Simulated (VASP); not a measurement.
# LiTa3 (P6_3/mmc) in VASP: notebook, part 2 of 3

VASP 6.6.1. Earlier steps stand in the parts before.

**3. Single point, PBE**

This run uses another cell than the first one, of 17.28 Å³/atom.

The input, INCAR:

```
SYSTEM = LiTa3
PREC = Accurate
ENCUT = 520
EDIFF = 1E-6
ISMEAR = 0
SIGMA = 0.1
LREAL = .FALSE.
LASPH = .TRUE.
NELM = 60
ALGO = Fast
ISIF = 2
LWAVE = .FALSE.
LCHARG = .TRUE.
GGA = PE
LELF = .TRUE.
LVHAR = .TRUE.
NBANDS = 46
```

The input, KPOINTS:

```
regular mesh
0
G
  6 6 4
  0 0 0
```

The input, POSCAR:

```
LiTa3
1.0
    5.7916400209      0.0000000000      0.0000000000
   -2.8958200105      5.0157073877      0.0000000000
    0.0000000000      0.0000000000      4.7576035210
Li Ta
2 6
Direct
    0.3333333333      0.6666666667      0.2500000000
    0.6666666667      0.3333333333      0.7500000000
    0.8332096009      0.6664192019      0.2500000000
    0.1667903991      0.8332096009      0.7500000000
    0.3335807981      0.1667903991      0.2500000000
    0.1667903991      0.3335807981      0.7500000000
    0.8332096009      0.1667903991      0.2500000000
    0.6664192019      0.8332096009      0.7500000000
```

Potentials or basis: VASP PAW PBE potentials, release 64 (Li_sv, Ta_pv).

Started as:

```console
$ cat potpaw_PBE.64/Li_sv/POTCAR potpaw_PBE.64/Ta_pv/POTCAR > POTCAR
$ mpirun -np 1 vasp_std > vasp.out
```

OUTCAR:

```text
SYSTEM = LiTa3
   PREC = Accurate
   ENCUT = 520
   EDIFF = 1E-6
   ISMEAR = 0
   LREAL = .FALSE.
   LASPH = .TRUE.
   NELM = 60
   ISIF = 2
   GGA = PE

 ion  position               nearest neighbor table
   1  0.333  0.667  0.250-   7 2.90   7 2.90   3 2.90   3 2.90   5 2.90   5 2.90   4 2.91   4 2.91
                             8 2.91   8 2.91   6 2.91   6 2.91
   2  0.667  0.333  0.750-   4 2.90   4 2.90   6 2.90   6 2.90   8 2.90   8 2.90   7 2.91   7 2.91
                             5 2.91   5 2.91   3 2.91   3 2.91
   3  0.833  0.666  0.250-   5 2.89   7 2.89   1 2.90   1 2.90   5 2.90   7 2.90   2 2.91   2 2.91
                             8 2.91   8 2.91   4 2.91   4 2.91
   4  0.167  0.833  0.750-   8 2.89   6 2.89   2 2.90   2 2.90   8 2.90   6 2.90   1 2.91   1 2.91
                             3 2.91   3 2.91   5 2.91   5 2.91
   5  0.334  0.167  0.250-   3 2.89   7 2.89   1 2.90   1 2.90   3 2.90   7 2.90   2 2.91   2 2.91
                             6 2.91   6 2.91   4 2.91   4 2.91
   6  0.167  0.334  0.750-   8 2.89   4 2.89   2 2.90   2 2.90   8 2.90   4 2.90   1 2.91   1 2.91
                             5 2.91   5 2.91   7 2.91   7 2.91
   7  0.833  0.167  0.250-   5 2.89   3 2.89   1 2.90   1 2.90   5 2.90   3 2.90   2 2.91   2 2.91
                             6 2.91   6 2.91   8 2.91   8 2.91
   8  0.666  0.833  0.750-   6 2.89   4 2.89   2 2.90   2 2.90   6 2.90   4 2.90   1 2.91   1 2.91
                             3 2.91   3 2.91   7 2.91   7 2.91

  LATTYP: Found a hexagonal cell.
 ALAT       =     5.7916400209
 C/A-ratio  =     0.8214605024

  Lattice vectors:

 A1 = (   5.7916400209,   0.0000000000,   0.0000000000)
 A2 = (  -2.8958200105,   5.0157073877,   0.0000000000)
 A3 = (   0.0000000000,   0.0000000000,   4.7576035210)

Analysis of symmetry for initial positions (statically):
=====================================================================
 Subroutine PRICEL returns:
 Original cell was already a primitive cell.

 Routine SETGRP: Setting up the symmetry group for a
 hexagonal supercell.

 Subroutine GETGRP returns: Found 24 space group operations
 (whereof 12 operations were pure point group operations)
 out of a pool of 24 trial point group operations.

[... 153 lines left out ...]
   LEPSILON=     F    determine dielectric tensor
   LRPA    =     F    only Hartree local field effects (RPA)
 non-spin polarized calculation
 RMM-DIIS sequential band-by-band and
 Gauss-broadening in eV      SIGMA  =   0.10
  energy-cutoff  :      520.00
  volume of cell :      138.20
 maximum number of plane-waves:      3762
 NGX is ok and might be reduce to    48
   NGX = 21   NGY = 21   NGZ = 17

 number of electron      71.9999980 magnetization

 Free energy of the ion-electron system (eV)
  ---------------------------------------------------
  ext. energy  EPLUGINS =         0.00000000
  ---------------------------------------------------
  free energy    TOTEN  =       -71.86086086 eV

  energy without entropy =      -71.81013972  energy(sigma->0) =      -71.83550029

 E-fermi :   4.8315     XC(G=0): -11.6685

 val. band max:        4.8122167488   @ k =   0.3333   0.1667   0.2500
 cond. band min:       4.8419591981   @ k =   0.3333   0.3333   0.0000
 fundamental gap:      0.0297424493
 Fermi energy:         4.8314744789

 k-point     1 :       0.0000    0.0000    0.0000
  band No.  band energies     occupation
      1     -39.6960      2.00000
      2     -39.6955      2.00000
      3     -29.9359      2.00000
      4     -29.8170      2.00000
      5     -29.7267      2.00000
      6     -29.5816      2.00000
[... 1018 lines left out ...]
     45       6.9958      0.00000
     46       6.9958      0.00000

------------------------ aborting loop because EDIFF is reached ----------------------------------------

  FORCE on cell =-STRESS in cart. coord.  units (eV):
  Direction    XX          YY          ZZ          XY          YZ          ZX
  --------------------------------------------------------------------------------------
  -------------------------------------------------------------------------------------
  Total        0.0803478      0.0803478      0.0499234     -0.0000000     -0.0000000      0.0000000
  in kB        0.9314569      0.9314569      0.5787521     -0.0000000     -0.0000000      0.0000000
  external PRESSURE =       0.8138886 kB  Pullay stress =       0.0000000 kB

 VOLUME and BASIS-vectors are now :
 -----------------------------------------------------------------------------
  energy-cutoff  :      520.00
  volume of cell :      138.20
      direct lattice vectors                 reciprocal lattice vectors
     5.791640021  0.000000000  0.000000000     0.172662665  0.099686836  0.000000000
    -2.895820011  5.015707388  0.000000000     0.000000000  0.199373672  0.000000000
     0.000000000  0.000000000  4.757603521     0.000000000  0.000000000  0.210189856

 POSITION                                       TOTAL-FORCE (eV/Angst)
 -----------------------------------------------------------------------------------
     -0.00000      3.34380      1.18940        -0.000000      0.000000     -0.000000
      2.89582      1.67190      3.56820         0.000000      0.000000     -0.000000
      2.89582      3.34256      1.18940        -0.000000      0.006334     -0.000000
     -1.44684      4.17914      3.56820        -0.005485      0.003167     -0.000000
      1.44898      0.83657      1.18940        -0.005485     -0.003167     -0.000000
      0.00000      1.67314      3.56820         0.000000     -0.006334      0.000000
      4.34266      0.83657      1.18940         0.005485     -0.003167     -0.000000
      1.44684      4.17914      3.56820         0.005485      0.003167      0.000000
 -----------------------------------------------------------------------------------
    total drift:                               -0.000000      0.000000     -0.000000

  FREE ENERGIE OF THE ION-ELECTRON SYSTEM (eV)
  ---------------------------------------------------
  free  energy   TOTEN  =       -71.8608608632 eV

  energy  without entropy=      -71.8101397238  energy(sigma->0) =      -71.83550029
```

OSZICAR:

```text
N       E                     dE             d eps       ncg     rms          rms(c)
DAV:   1     0.724773207589E+03    0.72477E+03   -0.39163E+04  1932   0.165E+03
DAV:   2    -0.323486437220E+02   -0.75712E+03   -0.73974E+03  2124   0.487E+02
DAV:   3    -0.719506620035E+02   -0.39602E+02   -0.38231E+02  2860   0.908E+01
[... 25 lines left out ...]
RMM:  29    -0.718608570968E+02   -0.15605E-05   -0.17485E-05  2232   0.221E-02    0.163E-03
RMM:  30    -0.718608583010E+02   -0.12041E-05   -0.14099E-05  2136   0.206E-02    0.176E-03
RMM:  31    -0.718608593027E+02   -0.10017E-05   -0.11800E-05  2116   0.194E-02    0.182E-03
RMM:  32    -0.718608601610E+02   -0.85828E-06   -0.10188E-05  2058   0.183E-02    0.179E-03
RMM:  33    -0.718608608632E+02   -0.70226E-06   -0.85738E-06  1962   0.173E-02
   1 F= -.71860861E+02 E0= -.71835500E+02  d E =-.507211E-01
```

stdout:

```text
POSCAR found type information on POSCAR LiTa
 POSCAR found :  2 types and       8 ions
 scaLAPACK will be used
 LDA part: xc-table for (Slater+PW92), standard interpolation
 POSCAR, INCAR and KPOINTS ok, starting setup
 FFT: planning ... GRIDC
 FFT: planning ... GRID_SOFT
 FFT: planning ... GRID
 WAVECAR not read
 entering main loop
WARNING in EDDRMM: call to ZHEGV failed, returncode =   6  3     37
WARNING in EDDRMM: call to ZHEGV failed, returncode =   6  3     38
WARNING in EDDRMM: call to ZHEGV failed, returncode =   8  4     39
```

Run time: 5.7 min. Hardware: 1 thread of Intel Xeon Platinum 8175M at 2.50GHz (Skylake/Cascade Lake), shared host; peak memory 0.33 GiB.

What came out:

| Quantity | Value |
| --- | --- |
| Free energy | -71.8609 eV |
| Largest force | 0.006 eV/Å |
| Band gap on the k mesh | zero (bands 36 and 37 overlap by 0.86 eV) |

Forces in eV/Å, atoms in the order of the input:
```
Li   0.000  0.000  0.000
Li   0.000  0.000  0.000
Ta   0.000  0.006  0.000
Ta  -0.005  0.003  0.000
Ta  -0.005 -0.003  0.000
Ta   0.000 -0.006  0.000
Ta   0.005 -0.003  0.000
Ta   0.005  0.003  0.000
```

Caveat: the cutoff is under 1.25 times the usual one of these potentials, so pressure, stress and relaxed cells hold a basis-set (Pulay) error; spin-orbit coupling is left out, which moves the levels of the heavy elements.

(Part 2 of 3 ends here.)

The gap in the log of VASP goes by the Fermi energy; the results here count the filled bands.